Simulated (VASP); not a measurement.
Input of a VASP 6.6.1 run:

The input INCAR:

```
PREC = Accurate
ENCUT = 520
EDIFF = 1E-6
ISMEAR = 0
SIGMA = 0.1
LREAL = False
LASPH = True
NELM = 80
ALGO = Normal
ISIF = 2
LWAVE = False
LCHARG = True
GGA = PE
LELF = True
LVHAR = True
NBANDS = 18
```

KPOINTS

```
regular mesh
0
Gamma
  4 4 4
```

POSCAR

```
Si3Br
1.0
    0.0000000000      3.6124783600      3.6124783600
    3.6124783600      0.0000000000      3.6124783600
    3.6124783600      3.6124783600      0.0000000000
Si Br
3 1
Direct
    0.2500000000      0.2500000000      0.2500000000
    0.7500000000      0.7500000000      0.7500000000
    0.5000000000      0.5000000000      0.5000000000
    0.0000000000      0.0000000000      0.0000000000
```

Potentials or basis: VASP PAW PBE potentials, release 64 (Si, Br).

The run is started by

```console
$ cat potpaw_PBE.64/Si/POTCAR potpaw_PBE.64/Br/POTCAR > POTCAR
$ mpirun -np 1 vasp_std > vasp.out
```

(1) What does it give for the band gap on the k mesh?

(2) Estimate the pressure.

## Answers

(1) zero (an odd number of electrons rules out a gap without spin polarisation).

(2) -9.2 GPa.

Caveat: the k points lie up to 0.38 Å⁻¹ apart, too coarse for converged energies and pressures of a metal; an odd number of electrons without spin polarisation forces a metal; a magnetic or distorted state may lie lower.
